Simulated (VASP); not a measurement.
Here is a VASP 6.6.1 calculation.

POSCAR

```
Al16CN16
1.0
    6.2595139128      0.0000000578      0.0000000000
   -3.1297570064      5.4208980350      0.0000000000
    0.0000000000      0.0000000000     10.0348065929
Al N C
16 16 1
Direct
    0.3333333333      0.1666666667      0.2496176900
    0.1666666667      0.3333333333      0.4996176900
    0.3333333333      0.1666666667      0.7496176900
    0.1666666667      0.3333333333      0.9996176900
    0.3333333333      0.6666666667      0.2496176900
    0.1666666667      0.8333333333      0.4996176900
    0.3333333333      0.6666666667      0.7496176900
    0.1666666667      0.8333333333      0.9996176900
    0.8333333333      0.1666666667      0.2496176900
    0.6666666667      0.3333333333      0.4996176900
    0.8333333333      0.1666666667      0.7496176900
    0.6666666667      0.3333333333      0.9996176900
    0.8333333333      0.6666666667      0.2496176900
    0.6666666667      0.8333333333      0.4996176900
    0.8333333333      0.6666666667      0.7496176900
    0.6666666667      0.8333333333      0.9996176900
    0.3333333333      0.1666666667      0.4403823100
    0.1666666667      0.3333333333      0.1903823100
    0.3333333333      0.1666666667      0.9403823100
    0.1666666667      0.3333333333      0.6903823100
    0.3333333333      0.6666666667      0.4403823100
    0.1666666667      0.8333333333      0.1903823100
    0.3333333333      0.6666666667      0.9403823100
    0.1666666667      0.8333333333      0.6903823100
    0.8333333333      0.1666666667      0.4403823100
    0.6666666667      0.3333333333      0.1903823100
    0.8333333333      0.1666666667      0.9403823100
    0.6666666667      0.3333333333      0.6903823100
    0.8333333333      0.6666666667      0.4403823100
    0.6666666667      0.8333333333      0.1903823100
    0.8333333333      0.6666666667      0.9403823100
    0.6666666667      0.8333333333      0.6903823100
    0.0000000000      0.0000000000      0.3450000000
```

Contents of INCAR.step1:

```
ALGO = Normal
EDIFF = 1E-5
ENCUT = 520
GGA = PE
ISIF = 2
ISMEAR = -1
LASPH = True
LREAL = Auto
LWAVE = True
NBANDS = 88
NELM = 80
PREC = Accurate
SIGMA = 0.01
```

INCAR.step2

```
AEXX = 0.1
ALGO = Normal
EDIFF = 1E-7
ENCUT = 520
ISIF = 2
ISMEAR = -1
ISTART = 1
LASPH = True
LCHARG = True
LELF = True
LHFCALC = True
LMIXTAU = True
LREAL = Auto
LVHAR = True
LWAVE = False
METAGGA = R2SCAN
NBANDS = 88
NELM = 80
PREC = Accurate
PRECFOCK = Fast
SIGMA = 0.01
```

Contents of KPOINTS:

```
Automatic mesh
0
Gamma
  1 1 1
  0.25 0.25 0.25
```

Potentials or basis: VASP PAW PBE potentials, release 64 (Al, N, C).

The run is started by

```bash
$ cat potpaw_PBE.64/Al/POTCAR potpaw_PBE.64/N/POTCAR potpaw_PBE.64/C/POTCAR > POTCAR
$ cp INCAR.step1 INCAR
$ mpirun -np 1 vasp_std > vasp.out
$ cp INCAR.step2 INCAR
$ mpirun -np 1 vasp_std > vasp.out
```

Q: What does it give for the band gap on the k mesh?

A: 0.63 eV.

Q: Estimate the largest force.

A: 2.120 eV/Å.

Q: Estimate the pressure.

A: -0.5 GPa.

Forces in eV/Å, atoms in the order of the input:
```
Al  -0.496 -0.287 -0.434
Al   0.000  0.753  0.390
Al   0.103  0.060  0.332
Al   0.000  0.074  0.352
Al   0.000  0.000 -0.534
Al   0.652 -0.377  0.390
Al   0.000  0.000  0.307
Al   0.064 -0.037  0.352
Al   0.496 -0.287 -0.434
Al   0.000  0.000  1.435
Al  -0.103  0.060  0.332
Al   0.000  0.000  0.088
Al   0.000  0.573 -0.434
Al  -0.652 -0.377  0.390
Al   0.000 -0.119  0.332
Al  -0.064 -0.037  0.352
N    1.229  0.709  1.228
N    0.000  1.553 -1.443
N   -0.008 -0.005 -0.236
N    0.000 -0.102 -0.375
N    0.000  0.000  0.000
N    1.345 -0.776 -1.443
N    0.000  0.000 -0.468
N   -0.089  0.051 -0.375
N   -1.229  0.709  1.228
N    0.000  0.000  0.202
N    0.008 -0.005 -0.236
N    0.000  0.000  0.164
N    0.000 -1.419  1.228
N   -1.345 -0.776 -1.443
N    0.000  0.010 -0.236
N    0.089  0.051 -0.375
C    0.000  0.000 -0.632
```

Caveat: the k points lie up to 1.16 Å⁻¹ apart, too coarse for converged energies, forces and pressures; the PAW data sets were made with another functional, which shifts forces and pressure a little.
